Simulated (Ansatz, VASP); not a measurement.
**One calculation of SnSe, two programs**

```
CELL_PARAMETERS angstrom
3.03080 3.03080 0.00000
-3.03080 3.03080 0.00000
0.19288 0.19288 6.06160
ATOMIC_POSITIONS crystal
Sn 0.00000 0.00000 0.00000
Sn 0.50000 0.50000 0.50000
Se 0.50000 0.50000 0.00000
Se 0.00000 0.00000 0.50000
```

Change from the starting cell: shear of c along a, cell held, atoms relaxed: +4.5 %.

Alike in both runs: task single point; functional PBE; k mesh 8 × 8 × 6; occupations gaussian, width 0.02 eV; no spin polarisation.

```csv
,VASP,Ansatz
version,VASP 6.6.1,Ansatz 0.2.0
potentials or method,"VASP PAW PBE potentials, release 64 (Sn_d, Se), cutoff 520 eV","scalar-relativistic, plane waves, PAW"
valence electrons in the cell,40,60
```

|  | VASP | Ansatz | Ansatz less VASP |
| --- | --- | --- | --- |
| gap on the k mesh at the Fermi level (eV) | 0.12 | 0.12 | 0.000 |
| least direct gap on the mesh (eV) | 0.19 | 0.19 | -0.001 |
| pressure (GPa) | -0.1 | -0.1 | +0.02 |
| traceless stress, the component that is largest in VASP (GPa) | -0.59 | -0.59 | 0.000 |

VASP's potentials hold 40 valence electrons a cell and Ansatz's 60, so a difference there can come from the potentials and not from the codes.
